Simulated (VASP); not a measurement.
# BN (P6_3/mmc) in VASP: further runs

Runs on BN. Level: PBE. Tasks: single point.

All numbers are computed with VASP 6.6.1; they aren't measurements. Logs are shortened: lines on timing, memory, paths and dates and some standing lists are left out, and cuts for length are marked.

### Step 1. The cell of the first run

The structure is hexagonal, space group P6_3/mmc (No. 194). The conventional cell has a = 2.430 Å, b = 2.430 Å, c = 6.454 Å, α = 90.00°, β = 90.00°, γ = 120.00°. B (site symmetry -6m2) has 3 N at 1.40 Å within 1.9 Å. Within 1.9 Å of N (site symmetry -6m2) lie 3 B at 1.40 Å.

### Step 2. Single point, PBE

The input, INCAR:

```
PREC     = Accurate       # precision mode
ENCUT    = 600            # plane-wave cutoff, eV
EDIFF    = 1E-6           # SCF threshold, eV
ISMEAR   = 0              # smearing method
SIGMA    = 0.01           # smearing width, eV
LREAL    = False          # projectors in reciprocal space
LASPH    = True           # aspherical terms in the spheres
NELM     = 120            # most SCF steps
ALGO     = Normal         # electronic algorithm
ISIF     = 2              # what is computed and relaxed
LWAVE    = False          # write WAVECAR
LCHARG   = False          # write CHGCAR
GGA      = PE             # functional
NBANDS   = 16             # bands
GGA_COMPAT= False
```

The input, KPOINTS:

```
regular mesh
0
Gamma
  8 8 3
```

The input, POSCAR:

```
BN
1.0
    2.4297603092      0.0000000000      0.0000000000
   -1.2148801546      2.1042348291      0.0000000000
    0.0000000000      0.0000000000      6.4538076741
B N
2 2
Direct
    0.3333333333      0.6666666667      0.2500000000
    0.6666666667      0.3333333333      0.7500000000
    0.3333333333      0.6666666667      0.7500000000
    0.6666666667      0.3333333333      0.2500000000
```

Potentials or basis: VASP PAW PBE potentials, release 64 (B, N).

Command:

```
$ cat potpaw_PBE.64/B/POTCAR potpaw_PBE.64/N/POTCAR > POTCAR
$ mpirun -np 1 vasp_std > vasp.out
```

OUTCAR:

```text
PREC = Accurate
   ENCUT = 600
   EDIFF = 1E-6
   ISMEAR = 0
   LREAL = False
   LASPH = True
   NELM = 120
   ISIF = 2
   GGA = PE

 ion  position               nearest neighbor table
   1  0.333  0.667  0.250-   4 1.40   4 1.40   4 1.40
   2  0.667  0.333  0.750-   3 1.40   3 1.40   3 1.40
   3  0.333  0.667  0.750-   2 1.40   2 1.40   2 1.40
   4  0.667  0.333  0.250-   1 1.40   1 1.40   1 1.40

  LATTYP: Found a hexagonal cell.
 ALAT       =     2.4297603092
 C/A-ratio  =     2.6561499295

  Lattice vectors:

 A1 = (   2.4297603092,   0.0000000000,   0.0000000000)
 A2 = (  -1.2148801546,   2.1042348291,   0.0000000000)
 A3 = (   0.0000000000,   0.0000000000,   6.4538076741)

Analysis of symmetry for initial positions (statically):
=====================================================================
 Subroutine PRICEL returns:
 Original cell was already a primitive cell.

 Routine SETGRP: Setting up the symmetry group for a
 hexagonal supercell.

 Subroutine GETGRP returns: Found 24 space group operations
 (whereof 12 operations were pure point group operations)
 out of a pool of 24 trial point group operations.

The static configuration has the point symmetry D_3d.
 The point group associated with its full space group is D_6h.

Analysis of symmetry for dynamics (positions and initial velocities):
=====================================================================
 Subroutine PRICEL returns:
 Original cell was already a primitive cell.

 Routine SETGRP: Setting up the symmetry group for a
 hexagonal supercell.

 Subroutine GETGRP returns: Found 24 space group operations
 (whereof 12 operations were pure point group operations)
 out of a pool of 24 trial point group operations.

The dynamic configuration has the point symmetry D_3d.
 The point group associated with its full space group is D_6h.

 Subroutine INISYM returns: Found 24 space group operations
 (whereof 12 operations are pure point group operations),
 and found     1 'primitive' translations

----------------------------------------------------------------------------------------

                                     Primitive cell

  volume of cell :      32.9969

  direct lattice vectors                    reciprocal lattice vectors
     2.429760309  0.000000000  0.000000000     0.411563230  0.237616065  0.000000000
    -1.214880155  2.104234829  0.000000000     0.000000000  0.475232130  0.000000000
     0.000000000  0.000000000  6.453807674     0.000000000  0.000000000  0.154947289

  length of vectors
     2.429760309  2.429760895  6.453807674     0.475232245  0.475232130  0.154947289

  position of ions in fractional coordinates (direct lattice)
     0.333333333  0.666666667  0.250000000
     0.666666667  0.333333333  0.750000000
     0.333333333  0.666666667  0.750000000
     0.666666667  0.333333333  0.250000000

  ion indices of the primitive-cell ions
   primitive index   ion index
                 1           1
                 2           2
                 3           3
                 4           4

----------------------------------------------------------------------------------------

 KPOINTS: regular mesh

Automatic generation of k-mesh.
 Grid dimensions read from file:
 generate k-points for:    8    8    3

 Generating k-lattice:

  Cartesian coordinates                     Fractional coordinates (reciprocal lattice)
     0.051445404  0.029702008  0.000000000     0.125000000  0.000000000  0.000000000
     0.000000000  0.059404016  0.000000000     0.000000000  0.125000000  0.000000000
     0.000000000  0.000000000  0.051649096     0.000000000  0.000000000  0.333333333

  Length of vectors
     0.059404031  0.059404016  0.051649096

  Shift w.r.t. Gamma in fractional coordinates (k-lattice)
     0.000000000  0.000000000  0.000000000

 Subroutine IBZKPT returns following result:
 ===========================================

 Found     20 irreducible k-points:

 Following reciprocal coordinates:
            Coordinates               Weight
  0.000000  0.000000  0.000000      1.000000
  0.125000 -0.000000  0.000000      6.000000
  0.250000 -0.000000  0.000000      6.000000
  0.375000 -0.000000  0.000000      6.000000
  0.500000 -0.000000  0.000000      3.000000
  0.125000  0.125000  0.000000      6.000000
[... 12 lines left out ...]
  0.250000  0.250000  0.333333     12.000000
  0.375000  0.250000  0.333333     12.000000
   k-points           NKPTS =     20   k-points in BZ     NKDIM =     20   number of bands    NBANDS=     16
   number of dos      NEDOS =    301   number of ions     NIONS =      4
   total plane-waves  NPLWV =  21600
   dimension x,y,z NGX =    20 NGY =   20 NGZ =   54
   dimension x,y,z NGXF=    40 NGYF=   40 NGZF=  108
   ions per type =               2   2
   NGX,Y,Z   is equivalent  to a cutoff of  13.68, 13.68, 13.91 a.u.
   NGXF,Y,Z  is equivalent  to a cutoff of  27.37, 27.37, 27.82 a.u.
 SYSTEM =  unknown system
   PREC   = accura    normal or accurate (medium, high low for compatibility)
   ISTART =      0    job   : 0-new  1-cont  2-samecut
   ICHARG =      2    charge: 1-file 2-atom 10-const
   ISPIN  =      1    spin polarized calculation?
   LNONCOLLINEAR =      F non collinear calculations
   LSORBIT =      F    spin-orbit coupling
   LASPH  =      T    aspherical Exc in radial PAW
   ENCUT  =  600.0 eV  44.10 Ry    6.64 a.u.   4.85  4.85 12.89*2*pi/ulx,y,z
   NELM   =    120;   NELMIN=  2; NELMDL= -5     # of ELM steps
   EDIFF  = 0.1E-05   stopping-criterion for ELM
   LREAL  =      F    real-space projection
   EDIFFG = 0.1E-04   stopping-criterion for IOM
   NSW    =      0    number of steps for IOM
   IBRION =     -1    ionic relax: 0-MD 1-quasi-New 2-CG
   NFREE  =      0    steps in history (QN), initial steepest desc. (CG)
   ISIF   =      2    stress and relaxation
   ISYM   =      2    0-nonsym 1-usesym 2-fastsym
   POTIM  = 0.5000    time-step for ionic-motion
   TEBEG  =    0.0;   TEEND  =   0.0 temperature during run
   PSTRESS=    0.0 pullay stress
   NELECT =      16.0000    total number of electrons
   NUPDOWN=      -1.0000    fix difference up-down
   EMIN   =  10.00;   EMAX   =-10.00  energy-range for DOS
   EFERMI =   0.00;   METHOD = LEGACY
   ISMEAR =     0;   SIGMA  =   0.01  broadening in eV -4-tet -1-fermi 0-gaus
   EFERMI_NEDOS =   21; number of points for ismear=-14 and -15
   IALGO  =     38    algorithm
   IMIX   =      4    mixing-type and parameters
     AMIX     =   0.40;   BMIX     =  1.00
     AMIX_MAG =   1.60;   BMIX_MAG =  1.00
  volume/ion in A,a.u.               =       8.25        55.67
  Fermi-wavevector in a.u.,A,eV,Ry     =   1.286146  2.430464 22.506370  1.654172
  Thomas-Fermi vector in A             =   2.418238
   LORBIT       =      0    0 simple, 1 ext, 2 COOP (PROOUT), +10 PAW based schemes
   GGA     = PE    functional components
   LHFCALC =     F    Hartree Fock is set to
   AEXX    =    0.0000 exact exchange contribution
   IVDW    =     0    specifies the selected vdW correction
   LEPSILON=     F    determine dielectric tensor
   LRPA    =     F    only Hartree local field effects (RPA)
 non-spin polarized calculation
 Gauss-broadening in eV      SIGMA  =   0.01
  energy-cutoff  :      600.00
  volume of cell :       33.00
 maximum number of plane-waves:      1125
 NGX is ok and might be reduce to    20
   NGX =  9   NGY =  9   NGZ = 25

 number of electron      15.9999999 magnetization

 Free energy of the ion-electron system (eV)
  ---------------------------------------------------
  ext. energy  EPLUGINS =         0.00000000
  ---------------------------------------------------
  free energy    TOTEN  =       -34.85146457 eV

  energy without entropy =      -34.85146457  energy(sigma->0) =      -34.85146457

 E-fermi :   3.0155     XC(G=0): -10.4487

 val. band max:        2.9272859834   @ k =   0.3750   0.2500   0.0000
 cond. band min:       7.2849051540   @ k =   0.5000  -0.0000   0.0000
 fundamental gap:      4.3576191705
 Fermi energy:         3.0155204816

 k-point     1 :       0.0000    0.0000    0.0000
  band No.  band energies     occupation
      1     -15.4659      2.00000
      2     -15.1118      2.00000
      3      -3.8947      2.00000
      4      -1.5268      2.00000
      5       1.6960      2.00000
      6       1.6960      2.00000
[... 8 lines left out ...]
     15      16.8426      0.00000
     16      17.0693      0.00000

 k-point     2 :       0.1250   -0.0000    0.0000
  band No.  band energies     occupation
      1     -15.1403      2.00000
      2     -14.7985      2.00000
      3      -3.4440      2.00000
      4      -1.1221      2.00000
      5       0.4546      2.00000
      6       0.4958      2.00000
[... 8 lines left out ...]
     15      16.7704      0.00000
     16      17.7144      0.00000

 k-point     3 :       0.2500   -0.0000    0.0000
  band No.  band energies     occupation
      1     -14.2039      2.00000
      2     -13.9010      2.00000
      3      -2.2716      2.00000
      4      -2.1980      2.00000
      5      -2.1316      2.00000
      6      -0.0855      2.00000
[... 8 lines left out ...]
     15      19.4072      0.00000
     16      20.1186      0.00000

 k-point     4 :       0.3750   -0.0000    0.0000
  band No.  band energies     occupation
      1     -12.8580      2.00000
      2     -12.6372      2.00000
      3      -5.0252      2.00000
      4      -4.9245      2.00000
      5      -1.0261      2.00000
      6      -0.9547      2.00000
[... 8 lines left out ...]
     15      19.2654      0.00000
     16      23.1242      0.00000

 k-point     5 :       0.5000   -0.0000    0.0000
  band No.  band energies     occupation
      1     -11.9655      2.00000
      2     -11.8875      2.00000
      3      -6.3528      2.00000
      4      -6.2911      2.00000
      5      -1.3696      2.00000
      6      -1.2960      2.00000
[... 8 lines left out ...]
     15      18.9532      0.00000
     16      22.6115      0.00000

 k-point     6 :       0.1250    0.1250    0.0000
  band No.  band energies     occupation
      1     -14.5076      2.00000
      2     -14.1910      2.00000
      3      -2.5608      2.00000
      4      -1.2473      2.00000
      5      -1.2236      2.00000
      6      -0.3407      2.00000
[... 8 lines left out ...]
     15      18.2966      0.00000
     16      19.1721      0.00000
[... 191 lines left out ...]
 k-point    17 :       0.2500    0.1250    0.3333
  band No.  band energies     occupation
      1     -13.2801      2.00000
      2     -13.1504      2.00000
      3      -3.7210      2.00000
      4      -3.6846      2.00000
      5      -1.3890      2.00000
      6      -1.3537      2.00000
[... 8 lines left out ...]
     15      19.6330      0.00000
     16      20.4716      0.00000

 k-point    18 :       0.3750    0.1250    0.3333
  band No.  band energies     occupation
      1     -12.0335      2.00000
      2     -11.9643      2.00000
      3      -5.8239      2.00000
      4      -5.7807      2.00000
      5      -2.1109      2.00000
      6      -2.0702      2.00000
[... 8 lines left out ...]
     15      19.3212      0.00000
     16      21.4502      0.00000

 k-point    19 :       0.2500    0.2500    0.3333
  band No.  band energies     occupation
      1     -12.1107      2.00000
      2     -12.0239      2.00000
      3      -4.9974      2.00000
      4      -4.9750      2.00000
      5      -3.1276      2.00000
      6      -3.1054      2.00000
[... 8 lines left out ...]
     15      19.1638      0.00000
     16      19.9615      0.00000

 k-point    20 :       0.3750    0.2500    0.3333
  band No.  band energies     occupation
      1     -11.4096      2.00000
      2     -11.3850      2.00000
      3      -5.7362      2.00000
      4      -5.6736      2.00000
      5      -3.8181      2.00000
      6      -3.7868      2.00000
[... 8 lines left out ...]
     15      20.2519      0.00000
     16      20.6445      0.00000

------------------------ aborting loop because EDIFF is reached ----------------------------------------

  FORCE on cell =-STRESS in cart. coord.  units (eV):
  Direction    XX          YY          ZZ          XY          YZ          ZX
  --------------------------------------------------------------------------------------
  -------------------------------------------------------------------------------------
  Total        8.6972786      8.6972842      0.8465189      0.0000000      0.0000000      0.0000000
  in kB      422.2992469    422.2995184     41.1030051      0.0000000      0.0000000      0.0000000
  external PRESSURE =     295.2339235 kB  Pullay stress =       0.0000000 kB

 VOLUME and BASIS-vectors are now :
 -----------------------------------------------------------------------------
  energy-cutoff  :      600.00
  volume of cell :       33.00
      direct lattice vectors                 reciprocal lattice vectors
     2.429760309  0.000000000  0.000000000     0.411563230  0.237616065  0.000000000
    -1.214880155  2.104234829  0.000000000     0.000000000  0.475232130  0.000000000
     0.000000000  0.000000000  6.453807674     0.000000000  0.000000000  0.154947289

 POSITION                                       TOTAL-FORCE (eV/Angst)
 -----------------------------------------------------------------------------------
     -0.00000      1.40282      1.61345         0.000000     -0.000000      0.000000
      1.21488      0.70141      4.84036         0.000000      0.000000      0.000000
     -0.00000      1.40282      4.84036        -0.000000     -0.000000      0.000000
      1.21488      0.70141      1.61345        -0.000000      0.000000      0.000000
 -----------------------------------------------------------------------------------
    total drift:                                0.000000     -0.000000      0.000000

  FREE ENERGIE OF THE ION-ELECTRON SYSTEM (eV)
  ---------------------------------------------------
  free  energy   TOTEN  =       -34.8514645686 eV

  energy  without entropy=      -34.8514645686  energy(sigma->0) =      -34.85146457
```

Wall time 23 s (1 thread of Intel Xeon 8259CL, shared host); peak memory 0.15 GiB.

What came out:

| Item | Value |
| --- | --- |
| Free energy | -34.8515 eV |
| Pressure | 29.5 GPa |
| Band gap on the k mesh | 4.36 eV (least direct gap 4.84 eV) |

Stress tensor (GPa, compression positive):
```
42.23  0.00  0.00
 0.00 42.23  0.00
 0.00  0.00  4.11
```

Caveat: the cell stands under pressure; an odd mesh through Γ misses points on the zone boundary, where band edges can lie; this functional lacks dispersion, which binds the layers, so the pressure and a relaxed spacing across them are unreliable.

### Step 3. Single point, PBE

This run uses another cell than the first one, of 8.49 Å³/atom.

The input, INCAR:

```
ALGO = Normal
EDIFF = 1E-6
ENCUT = 600
GGA = PE
GGA_COMPAT = F
ISIF = 2
ISMEAR = 0
LASPH = T
LCHARG = F
LREAL = F
LWAVE = F
NBANDS = 16
NELM = 120
PREC = Accurate
SIGMA = 0.01
```

The input, KPOINTS:

```
k-points
0
Gamma
  8 8 3
```

The input, POSCAR:

```
BN
1.0
    2.4530130169      0.0000000000      0.0000000000
   -1.2265065084      2.1243722711      0.0000000000
    0.0000000000      0.0000000000      6.5155703520
B N
2 2
Direct
    0.3333333333      0.6666666667      0.2500000000
    0.6666666667      0.3333333333      0.7500000000
    0.3333333333      0.6666666667      0.7500000000
    0.6666666667      0.3333333333      0.2500000000
```

Potentials or basis: VASP PAW PBE potentials, release 64 (B, N).

Command:

```
$ cat potpaw_PBE.64/B/POTCAR potpaw_PBE.64/N/POTCAR > POTCAR
$ mpirun -np 1 vasp_std > vasp.out
```

Wall time 22 s (1 thread of Intel Xeon 8259CL, shared host); peak memory 0.15 GiB.

It converged, with:

| Quantity | Value |
| --- | --- |
| Free energy | -35.0018 eV |
| Pressure | 20.3 GPa |
| Band gap on the k mesh | 4.33 eV (least direct gap 4.80 eV) |

Stress tensor (GPa, compression positive):
```
28.70  0.00  0.00
 0.00 28.70  0.00
 0.00  0.00  3.60
```

Levels at points of the mesh, in eV from the valence-band top:
| k point | band 5 | band 6 | band 7 | band 8 | band 9 | band 10 | band 11 | band 12 |
| --- | --- | --- | --- | --- | --- | --- | --- | --- |
| (0.00, 0.00, 0.00) | -1.27 | -1.27 | -1.23 | -1.23 | 5.36 | 10.75 | 12.05 | 12.05 |
| (0.50, 0.00, 0.00) | -4.25 | -4.18 | -1.56 | -0.47 | 4.33 | 5.84 | 10.10 | 10.61 |

Caveat: the cell stands under pressure; an odd mesh through Γ misses points on the zone boundary, where band edges can lie; this functional lacks dispersion, which binds the layers, so the pressure and a relaxed spacing across them are unreliable.
